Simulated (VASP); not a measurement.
# Al (P-1) in VASP: single point with PBE+D3(BJ)

Aim: the single point of Al with PBE+D3(BJ).

Everything below comes from runs of VASP 6.6.1. Logs are shortened: lines on timing, memory, paths and dates and some standing lists are left out, and cuts for length are marked.

### 1 The cell of the first run

The typed cell holds 6 atoms: a = 2.804 Å, b = 2.804 Å, c = 14.286 Å, α = 79.95°, β = 81.22°, γ = 60.00°.

### 2 Single point, PBE+D3(BJ)

INCAR reads:

```
SYSTEM = Al
  PREC = Accurate
  ENCUT = 520
  EDIFF = 1E-6
  ISMEAR = 0
  SIGMA = 0.15
  LREAL = .False.
  LASPH = .True.
  NELM = 100
  ALGO = Fast
  ISIF = 2
  LWAVE = .False.
  LCHARG = .False.
  GGA = PE
  IVDW = 12
  NBANDS = 18
```

KPOINTS reads:

```
Automatic mesh
0
Gamma
  18 18 3
  0 0 0
```

POSCAR reads:

```
Al
1.0
   -2.8035700760      0.0000000000      0.0000000000
   -1.4017850380     -2.4279629071      0.0000000000
   -2.1805545036     -1.6186419381     14.0252688885
Al
6
Direct
    0.6296222222      0.6111000000      0.0833500000
    0.4814740741      0.3888777778      0.4166833333
    0.3333259259      0.1666555556      0.7500166667
   -0.0740814815     -0.2777888889      0.9166833333
    0.2222148148      0.1666555556      0.2500166667
    0.0740666667     -0.0555666667      0.5833500000
```

Potentials or basis: VASP PAW PBE potentials, release 64 (Al).

Started as:

```console
$ cat potpaw_PBE.64/Al/POTCAR > POTCAR
$ mpirun -np 1 vasp_std > vasp.out
```

OUTCAR:

```text
SYSTEM = Al
   PREC = Accurate
   ENCUT = 520
   EDIFF = 1E-6
   ISMEAR = 0
   LREAL = .False.
   LASPH = .True.
   NELM = 100
   ISIF = 2
   GGA = PE
   IVDW = 12
 IVDW          = 12

 ion  position               nearest neighbor table
   1  0.630  0.611  0.083-   4 2.42   5 2.84   5 2.84   5 2.84   4 3.20
   2  0.481  0.389  0.417-   5 2.84   5 2.84   5 2.84   6 2.84   6 2.84   6 2.84
   3  0.333  0.167  0.750-   4 2.84   4 2.84   4 2.84   6 2.84   6 2.84   6 2.84
   4  0.926  0.722  0.917-   1 2.42   3 2.84   3 2.84   3 2.84   1 3.20
   5  0.222  0.167  0.250-   2 2.84   2 2.84   2 2.84   1 2.84   1 2.84   1 2.84
   6  0.074  0.944  0.583-   3 2.84   2 2.84   2 2.84   2 2.84   3 2.84   3 2.84

  LATTYP: Found a triclinic cell.
 ALAT       =     2.8035700760
 B/A-ratio  =     1.7320508076
 C/A-ratio  =     5.0407523234
 COS(alpha) =     0.0190894213
 COS(beta)  =     0.0771489778
 COS(gamma) =     0.8660254038

  Lattice vectors:

 A1 = (   1.4017850380,   2.4279629071,   0.0000000000)
 A2 = (   4.2053551140,   2.4279629071,   0.0000000000)
 A3 = (  -0.6230155724,   1.6186419381, -14.0252688885)

Analysis of symmetry for initial positions (statically):
=====================================================================
 Subroutine PRICEL returns:
 Original cell was already a primitive cell.

 Routine SETGRP: Setting up the symmetry group for a
 triclinic supercell.

 Subroutine GETGRP returns: Found  2 space group operations
 (whereof  1 operations were pure point group operations)
 out of a pool of  2 trial point group operations.

The static configuration has the point symmetry C_1 .
 The point group associated with its full space group is S_2 .

Analysis of symmetry for dynamics (positions and initial velocities):
=====================================================================
 Subroutine PRICEL returns:
 Original cell was already a primitive cell.

 Routine SETGRP: Setting up the symmetry group for a
 triclinic supercell.

 Subroutine GETGRP returns: Found  2 space group operations
 (whereof  1 operations were pure point group operations)
 out of a pool of  2 trial point group operations.

The dynamic configuration has the point symmetry C_1 .
 The point group associated with its full space group is S_2 .

 Subroutine INISYM returns: Found  2 space group operations
 (whereof  1 operations are pure point group operations),
 and found     1 'primitive' translations

----------------------------------------------------------------------------------------

                                     Primitive cell

  volume of cell :      95.4695

  direct lattice vectors                    reciprocal lattice vectors
    -2.803570076  0.000000000  0.000000000    -0.356688070  0.205933953 -0.031688836
    -1.401785038 -2.427962907  0.000000000     0.000000000 -0.411867907 -0.047533254
    -2.180554504 -1.618641938 14.025268888     0.000000000  0.000000000  0.071299881

  length of vectors
     2.803570076  2.803570076 14.285761690     0.413085167  0.414601716  0.071299881

  position of ions in fractional coordinates (direct lattice)
     0.629622222  0.611100000  0.083350000
     0.481474074  0.388877778  0.416683333
     0.333325926  0.166655556  0.750016667
     0.925918518  0.722211111  0.916683333
     0.222214815  0.166655556  0.250016667
     0.074066667  0.944433333  0.583350000

  ion indices of the primitive-cell ions
   primitive index   ion index
                 1           1
                 2           2
                 3           3
                 4           4
                 5           5
                 6           6

----------------------------------------------------------------------------------------

 KPOINTS: Automatic mesh

Automatic generation of k-mesh.
 Grid dimensions read from file:
 generate k-points for:   18   18    3

 Generating k-lattice:

  Cartesian coordinates                     Fractional coordinates (reciprocal lattice)
    -0.019816004  0.011440775 -0.001760491     0.055555556  0.000000000  0.000000000
     0.000000000 -0.022881550 -0.002640736     0.000000000  0.055555556  0.000000000
     0.000000000  0.000000000  0.023766627     0.000000000  0.000000000  0.333333333

  Length of vectors
     0.022949176  0.023033429  0.023766627

  Shift w.r.t. Gamma in fractional coordinates (k-lattice)
     0.000000000  0.000000000  0.000000000

 Subroutine IBZKPT returns following result:
 ===========================================

 Found    488 irreducible k-points:

 Following reciprocal coordinates:
            Coordinates               Weight
  0.000000  0.000000  0.000000      1.000000
  0.055556 -0.000000  0.000000      2.000000
  0.111111 -0.000000  0.000000      2.000000
  0.166667 -0.000000 -0.000000      2.000000
  0.222222 -0.000000 -0.000000      2.000000
  0.277778  0.000000 -0.000000      2.000000
[... 16 lines left out ...]
 -0.333333  0.055556  0.000000      2.000000
 -0.277778  0.055556  0.000000      2.000000
 [... further k-points ...]
   k-points           NKPTS =    488   k-points in BZ     NKDIM =    488   number of bands    NBANDS=     18
   number of dos      NEDOS =    301   number of ions     NIONS =      6
   total plane-waves  NPLWV =  62208
   dimension x,y,z NGX =    24 NGY =   24 NGZ =  108
   dimension x,y,z NGXF=    48 NGYF=   48 NGZF=  216
   ions per type =               6
   NGX,Y,Z   is equivalent  to a cutoff of  14.23, 14.23, 12.57 a.u.
   NGXF,Y,Z  is equivalent  to a cutoff of  28.46, 28.46, 25.14 a.u.
 SYSTEM =  Al
   PREC   = accura    normal or accurate (medium, high low for compatibility)
   ISTART =      0    job   : 0-new  1-cont  2-samecut
   ICHARG =      2    charge: 1-file 2-atom 10-const
   ISPIN  =      1    spin polarized calculation?
   LNONCOLLINEAR =      F non collinear calculations
   LSORBIT =      F    spin-orbit coupling
   LASPH  =      T    aspherical Exc in radial PAW
   ENCUT  =  520.0 eV  38.22 Ry    6.18 a.u.   5.21  5.21 26.56*2*pi/ulx,y,z
   NELM   =    100;   NELMIN=  2; NELMDL= -5     # of ELM steps
   EDIFF  = 0.1E-05   stopping-criterion for ELM
   LREAL  =      F    real-space projection
   EDIFFG = 0.1E-04   stopping-criterion for IOM
   NSW    =      0    number of steps for IOM
   IBRION =     -1    ionic relax: 0-MD 1-quasi-New 2-CG
   NFREE  =      0    steps in history (QN), initial steepest desc. (CG)
   ISIF   =      2    stress and relaxation
   ISYM   =      2    0-nonsym 1-usesym 2-fastsym
   POTIM  = 0.5000    time-step for ionic-motion
   TEBEG  =    0.0;   TEEND  =   0.0 temperature during run
   PSTRESS=    0.0 pullay stress
   NELECT =      18.0000    total number of electrons
   NUPDOWN=      -1.0000    fix difference up-down
   EMIN   =  10.00;   EMAX   =-10.00  energy-range for DOS
   EFERMI =   0.00;   METHOD = LEGACY
   ISMEAR =     0;   SIGMA  =   0.15  broadening in eV -4-tet -1-fermi 0-gaus
   EFERMI_NEDOS =   21; number of points for ismear=-14 and -15
   IALGO  =     68    algorithm
   IMIX   =      4    mixing-type and parameters
     AMIX     =   0.40;   BMIX     =  1.00
     AMIX_MAG =   1.60;   BMIX_MAG =  1.00
  volume/ion in A,a.u.               =      15.91       107.38
  Fermi-wavevector in a.u.,A,eV,Ry     =   0.938737  1.773956 11.989833  0.881228
  Thomas-Fermi vector in A             =   2.065979
   LORBIT       =      0    0 simple, 1 ext, 2 COOP (PROOUT), +10 PAW based schemes
   GGA     = PE    functional components
   LHFCALC =     F    Hartree Fock is set to
   AEXX    =    0.0000 exact exchange contribution
   IVDW    =    12    specifies the selected vdW correction
   LEPSILON=     F    determine dielectric tensor
   LRPA    =     F    only Hartree local field effects (RPA)
 non-spin polarized calculation
 RMM-DIIS sequential band-by-band and
 Gauss-broadening in eV      SIGMA  =   0.15
  energy-cutoff  :      520.00
  volume of cell :       95.47
 maximum number of plane-waves:      2594
 NGX is ok and might be reduce to    24
   NGX = 11   NGY = 11   NGZ = 53

 number of electron      18.0000000 magnetization

 Free energy of the ion-electron system (eV)
  ---------------------------------------------------
  ext. energy  EPLUGINS =         0.00000000
  ---------------------------------------------------
  free energy    TOTEN  =       -21.95833563 eV

  energy without entropy =      -21.93036263  energy(sigma->0) =      -21.94434913

 E-fermi :   8.3555     XC(G=0): -10.3252

 val. band max:        8.3552024101   @ k =  -0.1667   0.3889   0.0000
 cond. band min:       8.3563035832   @ k =   0.2222   0.5000   0.3333
 fundamental gap:      0.0011011731
 Fermi energy:         8.3554730400

 k-point     1 :       0.0000    0.0000    0.0000
  band No.  band energies     occupation
      1      -3.0113      2.00000
      2      -2.2779      2.00000
      3      -2.2401      2.00000
      4      -0.0365      2.00000
      5      -0.0293      2.00000
      6       3.5141      2.00000
[... 10 lines left out ...]
     17      19.9736      0.00000
     18      20.0706      0.00000

 k-point     2 :       0.0556   -0.0000    0.0000
  band No.  band energies     occupation
      1      -2.9334      2.00000
      2      -2.2228      2.00000
      3      -2.1401      2.00000
      4      -0.0291      2.00000
      5       0.1157      2.00000
      6       3.5381      2.00000
[... 10 lines left out ...]
     17      19.3732      0.00000
     18      19.5303      0.00000

 k-point     3 :       0.1111   -0.0000    0.0000
  band No.  band energies     occupation
      1      -2.7000      2.00000
      2      -2.0252      2.00000
      3      -1.8735      2.00000
      4       0.1272      2.00000
      5       0.4160      2.00000
      6       3.6679      2.00000
[... 412 lines left out ...]
 k-point    23 :      -0.3333    0.0556    0.0000
  band No.  band energies     occupation
      1       0.2878      2.00000
      2       0.8598      2.00000
      3       1.1828      2.00000
      4       2.8723      2.00000
      5       3.4930      2.00000
      6       6.1576      2.00000
[... 10 lines left out ...]
     17      13.9667      0.00000
     18      14.4091      0.00000

 k-point    24 :      -0.2778    0.0556    0.0000
  band No.  band energies     occupation
      1      -0.6256      2.00000
      2      -0.0139      2.00000
      3       0.2409      2.00000
      4       2.0514      2.00000
      5       2.5430      2.00000
      6       5.4743      2.00000
[... 10 lines left out ...]
     17      14.3425      0.00000
     18      14.8440      0.00000

 [... further k-points ...]

------------------------ aborting loop because EDIFF is reached ----------------------------------------

 Edisp (eV)   -2.09588

 E8    (eV) :    -0.9377

  FORCE on cell =-STRESS in cart. coord.  units (eV):
  Direction    XX          YY          ZZ          XY          YZ          ZX
  --------------------------------------------------------------------------------------
  -------------------------------------------------------------------------------------
  Total       0.55171     0.47779     2.13390    -0.18905     0.14094     1.35300
  in kB       9.25883     8.01835    35.81122    -3.17266     2.36524    22.70623
  external pressure =       17.70 kB  Pullay stress =        0.00 kB

 VOLUME and BASIS-vectors are now :
 -----------------------------------------------------------------------------
  energy-cutoff  :      520.00
  volume of cell :       95.47
      direct lattice vectors                 reciprocal lattice vectors
    -2.803570076  0.000000000  0.000000000    -0.356688070  0.205933953 -0.031688836
    -1.401785038 -2.427962907  0.000000000     0.000000000 -0.411867907 -0.047533254
    -2.180554504 -1.618641938 14.025268888     0.000000000  0.000000000  0.071299881

 POSITION                                       TOTAL-FORCE (eV/Angst)
 -----------------------------------------------------------------------------------
     -2.80357     -1.61864      1.16901         0.543247      0.014994      1.256881
     -2.80357     -1.61864      5.84410         0.015554      0.000143      0.013216
     -2.80357     -1.61864     10.51919         0.025373     -0.016887      0.038777
     -5.60714     -3.23728     12.85673        -0.543247     -0.014994     -1.256881
     -1.40179     -0.80932      3.50655        -0.025373      0.016887     -0.038777
     -2.80357     -3.23728      8.18164        -0.015554     -0.000143     -0.013216
 -----------------------------------------------------------------------------------
    total drift:                               -0.000000     -0.000000     -0.000000

  FREE ENERGIE OF THE ION-ELECTRON SYSTEM (eV)
  ---------------------------------------------------
  free  energy   TOTEN  =       -24.0542193716 eV

  energy  without entropy=      -24.0262463771  energy(sigma->0) =      -24.04023287
```

Run time: 5.9 min. Hardware: 1 thread of Intel Xeon 6975P-C (Granite Rapids), shared host; peak memory 0.68 GiB.

Results:

* Free energy: -24.0542 eV
* Pressure: 1.8 GPa
* Largest force: 1.369 eV/Å
* Band gap on the k mesh: zero (bands 9 and 10 overlap by 5.53 eV)
* Dispersion energy per atom: -0.349 eV

Forces in eV/Å, atoms in the order of the input:
```
Al   0.543  0.015  1.257
Al   0.016  0.000  0.013
Al   0.025 -0.017  0.039
Al  -0.543 -0.015 -1.257
Al  -0.025  0.017 -0.039
Al  -0.016  0.000 -0.013
```

Levels at points of the mesh, in eV from the Fermi level:
```csv
k point,band 6,band 7,band 8,band 9,band 10,band 11,band 12,band 13
"(0.00, 0.00, 0.00)",-4.84,-4.66,0.16,0.23,6.16,6.35,11.31,11.35
"(0.50, 0.00, 0.00)",-4.09,-3.16,-2.67,-1.88,-1.38,0.12,0.41,2.15
"(0.00, 0.50, 0.00)",-3.74,-3.56,-2.85,-1.53,-1.09,-0.20,-0.12,2.71
"(0.50, 0.50, 0.00)",-3.88,-3.37,-3.06,-1.05,-0.85,-0.57,-0.53,3.14
```

Caveat: forces of over 1 eV/Å act on the atoms, so gaps and moduli don't describe the material at rest.
